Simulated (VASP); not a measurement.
A run of VASP 6.6.1 is set up as follows.

File INCAR:

```
  PREC = Accurate
  ENCUT = 520
  EDIFF = 1E-7
  ISMEAR = -1
  SIGMA = 0.05
  LREAL = False
  LASPH = True
  NELM = 80
  ALGO = Normal
  ISIF = 2
  LWAVE = False
  LCHARG = True
  GGA = RE
  LELF = True
  LVHAR = True
  NBANDS = 12
```

The input KPOINTS:

```
Automatic mesh
0
Gamma
  11 11 11
```

Contents of POSCAR:

```
Ag
1.0
    0.0000000000      2.0954906005      2.0954906005
    2.0954906005      0.0000000000      2.0954906005
    2.0954906005      2.0954906005      0.0000000000
Ag
1
Direct
    0.0000000000      0.0000000000      0.0000000000
```

Potentials or basis: VASP PAW PBE potentials, release 64 (Ag).

Command:

```console
$ cat potpaw_PBE.64/Ag/POTCAR > POTCAR
$ mpirun -np 1 vasp_std > vasp.out
```

Q: Predict the pressure.

A: 0.0 GPa.

Caveat: the PAW data sets were made with another functional, which shifts forces and pressure a little.
